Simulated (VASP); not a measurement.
A run of VASP 6.6.1 is set up as follows.

Contents of INCAR:

```
PREC = Accurate
ENCUT = 520
EDIFF = 1E-7
ISMEAR = 0
SIGMA = 0.15
LREAL = F
LASPH = T
NELM = 100
ALGO = Fast
ISIF = 2
LWAVE = F
LCHARG = F
GGA = PS
NBANDS = 12
```

The input KPOINTS:

```
regular mesh
0
Gamma
  26 26 26
```

The input POSCAR:

```
Au
1.0
   -1.6089153437      1.6089153437      1.6210733942
    1.6089153437     -1.6089153437      1.6210733942
    1.6332314447      1.6332314447     -1.6210733942
Au
1
Direct
    0.0000000000      0.0000000000      0.0000000000
```

Potentials or basis: VASP PAW PBE potentials, release 64 (Au).

Run with:

```sh
$ cat potpaw_PBE.64/Au/POTCAR > POTCAR
$ mpirun -np 1 vasp_std > vasp.out
```

Problem. What does it give for the pressure?

Solution. 0.0 GPa.

Problem. What does it give for the band gap on the k mesh?

Solution. Zero (an odd number of electrons rules out a gap without spin polarisation).

Stress tensor (GPa, compression positive):
```
-0.04 -1.21  0.00
-1.21 -0.04  0.00
 0.00  0.00 -0.02
```

Caveat: the cell differs from its parent crystal (strain +0.0150 x Voigt [0, 0, 0, 0, 0, 1]); the PAW data sets were made with another functional, which shifts forces and pressure a little; spin-orbit coupling is left out, which moves the levels of the heavy elements.
